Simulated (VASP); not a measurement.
# HfB2 in VASP: notebook, part 2 of 3

VASP 6.6.1. Earlier steps stand in the parts before.

## (3) Relaxation of cell and atoms, PBEsol+D4 (atoms moved at random)

INCAR

```
ALGO     = Normal         # electronic algorithm
EDIFF    = 1E-7           # SCF threshold, eV
EDIFFG   = -0.01          # ionic threshold
ENCUT    = 600            # plane-wave cutoff, eV
GGA      = PS             # functional
IBRION   = 2              # ionic algorithm
ISIF     = 3              # what is computed and relaxed
ISMEAR   = 0              # smearing method
IVDW     = 13             # dispersion correction
LASPH    = True           # aspherical terms in the spheres
LCHARG   = False          # write CHGCAR
LREAL    = False          # projectors in reciprocal space
LWAVE    = False          # write WAVECAR
NELM     = 100            # most SCF steps
NSW      = 60             # ionic steps
PREC     = Accurate       # precision mode
SIGMA    = 0.1            # smearing width, eV
```

KPOINTS

```
k-points
0
Gamma
  10 10 8
```

POSCAR

```
HfB2
1.0
    3.1400000000      0.0000000000      0.0000000000
   -1.5700000000      2.7193197679      0.0000000000
    0.0000000000      0.0000000000      3.4800000000
Hf B
1 2
Direct
    0.0132700000      0.0072640000      0.0106540000
    0.6844150000      0.3654370000      0.5039440000
    0.3418620000      0.6743430000      0.5051640000
```

Potentials or basis: VASP PAW PBE potentials, release 64 (Hf_pv, B).

Launch:

```bash
$ cat potpaw_PBE.64/Hf_pv/POTCAR potpaw_PBE.64/B/POTCAR > POTCAR
$ mpirun -np 1 vasp_std > vasp.out
```

OUTCAR:

```text
EDIFF = 1E-7
   EDIFFG = -0.01
   ENCUT = 600
   GGA = PS
   IBRION = 2
   ISIF = 3
   ISMEAR = 0
   IVDW = 13
   LASPH = True
   LREAL = False
   NELM = 100
   NSW = 60
   PREC = Accurate

 ion  position               nearest neighbor table
   1  0.013  0.007  0.011-   2 2.45   2 2.48   3 2.49   3 2.50   2 2.51   3 2.51   3 2.52   3 2.53
                             3 2.54   2 2.54   2 2.54   2 2.57
   2  0.684  0.365  0.504-   3 1.77   3 1.79   3 1.88   1 2.45   1 2.48   1 2.51   1 2.54   1 2.54
                             1 2.57
   3  0.342  0.674  0.505-   2 1.77   2 1.79   2 1.88   1 2.49   1 2.50   1 2.51   1 2.52   1 2.53
                             1 2.54

  LATTYP: Found a hexagonal cell.
 ALAT       =     3.1400000000
 C/A-ratio  =     1.1082802548

  Lattice vectors:

 A1 = (   3.1400000000,   0.0000000000,   0.0000000000)
 A2 = (  -1.5700000000,   2.7193197679,   0.0000000000)
 A3 = (   0.0000000000,   0.0000000000,   3.4800000000)

Analysis of symmetry for initial positions (statically):
=====================================================================
 Subroutine PRICEL returns:
[... 393 lines left out ...]
 cond. band min:       7.8911332174   @ k =  -0.2000   0.1000   0.2500
 fundamental gap:      0.2958942381
 Fermi energy:         7.6493919960

 k-point     1 :       0.0000    0.0000    0.0000
  band No.  band energies     occupation
      1     -22.6750      2.00000
      2     -22.1494      2.00000
      3     -22.1493      2.00000
      4      -6.0977      2.00000
      5       4.7022      2.00000
      6       4.7891      2.00000
      7       4.7923      2.00000
      8       5.1143      2.00000
      9      11.9330      0.00000
     10      11.9335      0.00000
     11      12.6778      0.00000
     12      12.6801      0.00000
[... 331 lines left out ...]
 k-point    24 :       0.1000    0.2000    0.0000
  band No.  band energies     occupation
      1     -22.6048      2.00000
      2     -22.5940      2.00000
      3     -22.2788      2.00000
      4      -4.6532      2.00000
      5       2.1137      2.00000
      6       3.9946      2.00000
      7       4.1955      2.00000
      8       5.9883      2.00000
      9       9.7319      0.00000
     10      10.0370      0.00000
     11      11.9288      0.00000
     12      13.1739      0.00000

 [... further k-points ...]

------------------------ aborting loop because EDIFF is reached ----------------------------------------

  DFT-D4 for vdW energy calculation

  Edisp (eV):   -0.55372
[... 26 lines left out ...]
  FREE ENERGIE OF THE ION-ELECTRON SYSTEM (eV)
  ---------------------------------------------------
  free  energy   TOTEN  =       -28.4152947136 eV

  energy  without entropy=      -28.4134582803  energy(sigma->0) =      -28.41437650

 reached required accuracy - stopping structural energy minimisation
```

OSZICAR:

```text
N       E                     dE             d eps       ncg     rms          rms(c)
DAV:   1     0.319762964197E+02    0.31976E+02   -0.91303E+03  9696   0.142E+03
DAV:   2    -0.281050841175E+02   -0.60081E+02   -0.56271E+02 11900   0.258E+02
DAV:   3    -0.300243946539E+02   -0.19193E+01   -0.18886E+01 12716   0.347E+01
DAV:   4    -0.300408633847E+02   -0.16469E-01   -0.16447E-01 11836   0.339E+00
[... 57 lines left out ...]
DAV:   2    -0.278615846358E+02   -0.13806E-04   -0.36125E-04 12384   0.186E-01    0.354E-02
DAV:   3    -0.278615785553E+02    0.60805E-05   -0.10611E-05 11768   0.305E-02    0.168E-02
DAV:   4    -0.278615779597E+02    0.59561E-06   -0.16629E-06 12584   0.114E-02    0.101E-02
DAV:   5    -0.278615778217E+02    0.13804E-06   -0.97445E-08  7132   0.275E-03    0.277E-03
DAV:   6    -0.278615777864E+02    0.35260E-07   -0.13477E-08  6068   0.105E-03
   6 F= -.28415295E+02 E0= -.28414376E+02  d E =-.700323E-04
```

It took 22 min on 1 thread of AMD EPYC 7R13, shared host; peak memory 0.3 GiB.

What came out:

```
Free energy                            : -28.4153 eV
Relaxed volume                         : 9.61 Å³/atom
Relaxed cell                           : a = 3.115 Å, b = 3.115 Å, c = 3.429 Å, α = 89.99°, β = 90.00°, γ = 120.00°
Space group after relaxing (to 0.05 Å) : P6/mmm (No. 191)
Energy gained by relaxing              : 21.7 meV/atom
Ionic steps                            : 6
Pressure after relaxing                : -0.1 GPa
Largest force after relaxing           : 0.007 eV/Å
Band gap on the k mesh                 : zero (band 8 reaches 8.31 eV, above the bottom of band 9 at 7.52 eV)
Dispersion energy per atom             : -0.185 eV
```

Forces in eV/Å, atoms in the order of the input:
```
Hf  -0.002  0.002  0.000
B    0.002 -0.005  0.005
B   -0.001  0.003 -0.005
```

The path:
```
step  energy change (eV)  largest force (eV/Å)  pressure (GPa)  volume (Å³)
   1              0.0000                1.0980           -7.19        29.71
   2             -0.0342                0.1815           10.06        27.84
   3             -0.0579                0.3751            2.77        28.54
   4             -0.0629                0.2250           -1.35        28.96
   5             -0.0651                0.0453            0.06        28.81
   6             -0.0651                0.0072           -0.06        28.83
```

Final structure:
```yaml
crystal:
  lattice:
    - [3.11545, 0.00004, -0.00007]
    - [-1.55769, 2.69791, 0.00015]
    - [-0.00008, 0.00013, 3.42946]
  atoms:
    - { symbol: Hf, position: [0.01319, 0.01565, 0.00659] }
    - { symbol: B, position: [0.67986, 0.34909, 0.50648] }
    - { symbol: B, position: [0.34650, 0.68231, 0.50670] }
```

Levels at points of the mesh, in eV from the Fermi level:
```csv
k point,band 5,band 6,band 7,band 8,band 9,band 10,band 11,band 12
"(0.00, 0.00, 0.00)",-2.95,-2.86,-2.86,-2.54,4.28,4.28,5.03,5.03
"(0.50, 0.00, 0.00)",-8.87,-4.05,-3.31,-2.85,2.38,2.94,5.97,6.01
"(0.00, 0.50, 0.00)",-8.87,-4.05,-3.31,-2.85,2.38,2.94,5.97,6.01
"(0.50, 0.50, 0.00)",-8.87,-4.05,-3.31,-2.85,2.37,2.94,5.97,6.01
"(0.00, 0.00, 0.50)",-8.35,-1.06,-1.05,0.37,0.38,1.13,1.13,2.56
"(0.50, 0.00, 0.50)",-7.34,-4.96,-4.69,-2.46,4.32,4.54,6.59,7.76
"(0.00, 0.50, 0.50)",-7.34,-4.96,-4.69,-2.46,4.32,4.54,6.59,7.76
"(0.50, 0.50, 0.50)",-7.34,-4.96,-4.69,-2.46,4.32,4.54,6.59,7.76
```

Caveat: the cell differs from its parent crystal (atoms moved at random); the PAW data sets were made with another functional, which shifts forces and pressure a little; spin-orbit coupling is left out, which moves the levels of the heavy elements; pairwise dispersion overbinds metals, which lowers pressure and volume.

## (4) Single point, PBE

This run uses another cell than the first one, of 9.96 Å³/atom, 1.037 times its volume.

INCAR

```
PREC     = Accurate       # precision mode
ENCUT    = 520            # plane-wave cutoff, eV
EDIFF    = 1E-6           # SCF threshold, eV
ISMEAR   = -1             # smearing method
SIGMA    = 0.05           # smearing width, eV
LREAL    = False          # projectors in reciprocal space
LASPH    = True           # aspherical terms in the spheres
NELM     = 60             # most SCF steps
ALGO     = Normal         # electronic algorithm
ISIF     = 2              # what is computed and relaxed
LWAVE    = False          # write WAVECAR
LCHARG   = False          # write CHGCAR
GGA      = PE             # functional
NBANDS   = 15             # bands
```

KPOINTS

```
regular mesh
0
Gamma
  10 10 8
```

POSCAR

```
HfB2
1.0
    3.1439597064      0.0000000000      0.0000000000
   -1.5719798532      2.7227489742      0.0000000000
    0.0000000000      0.0000000000      3.4907438488
Hf B
1 2
Direct
    0.0000000000      0.0000000000      0.0000000000
    0.6666666667      0.3333333333      0.5000000000
    0.3333333333      0.6666666667      0.5000000000
```

Launch:

```bash
$ cat potpaw_PBE.64/Hf_pv/POTCAR potpaw_PBE.64/B/POTCAR > POTCAR
$ mpirun -np 1 vasp_std > vasp.out
```

Wall time 21 s (1 thread of Intel Xeon Platinum 8259CL at 2.50GHz (Skylake/Cascade Lake), shared host); peak memory 0.16 GiB.

It converged, with:

- Free energy: -26.3999 eV
- Pressure: -0.4 GPa
- Band gap on the k mesh: zero (band 8 reaches 8.23 eV, above the bottom of band 9 at 7.39 eV)

Stress tensor (GPa, compression positive):
```
-0.47  0.00  0.00
 0.00 -0.47  0.00
 0.00  0.00 -0.21
```

Levels at points of the mesh, in eV from the Fermi level:
```
           k point  band 5  band 6  band 7  band 8  band 9  band 10  band 11  band 12
(0.00, 0.00, 0.00)   -2.90   -2.77   -2.77   -2.69    4.10     4.10     4.72     4.72
(0.50, 0.00, 0.00)   -8.94   -4.02   -3.32   -2.74    2.19     2.81     5.63     5.80
(0.00, 0.00, 0.50)   -8.25   -1.08   -1.08    0.44    0.44     1.10     1.10     2.29
(0.50, 0.00, 0.50)   -7.40   -4.83   -4.59   -2.58    4.08     4.20     6.32     7.22
```

Caveat: spin-orbit coupling is left out, which moves the levels of the heavy elements.

[end of part 2 of 3]
